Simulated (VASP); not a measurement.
C:

```
CELL_PARAMETERS angstrom
2.47000 0.00000 0.00000
-1.23500 2.13908 0.00000
0.00000 0.00000 6.79000
ATOMIC_POSITIONS crystal
C 0.00000 0.00000 0.00000
C 0.00000 0.00000 0.50000
C 0.33333 0.66667 0.00500
C 0.66667 0.33333 0.50500
```

Base run:

| Item | Value |
| --- | --- |
| Program | VASP 6.6.1 |
| Functional | PBEsol |
| Potentials or basis | VASP PAW PBE potentials, release 64 (C) |
| Cutoff | 520 eV |
| k mesh | 8 × 8 × 3 |
| Occupations | fermi-dirac, width 0.05 eV |
| Spin | no spin polarisation |

Its results: band gap on the k mesh 1.72 eV, indirect (least direct gap 1.76 eV); pressure -2.8 GPa; largest force 0.569 eV/Å.

Task: The run is repeated on the same cell with these changes: k mesh from 8 × 8 × 3 to 3 × 3 × 1. What comes out?

Result: Band gap on the k mesh zero (filled and empty bands touch); pressure -0.5 GPa; largest force 0.567 eV/Å.

Caveats: some runs use coarse meshes; the PAW data sets were made with another functional, which shifts forces and pressure a little; this functional lacks dispersion, which binds the layers, so the pressure and a relaxed spacing across them are unreliable.

A k mesh can miss the band edges.
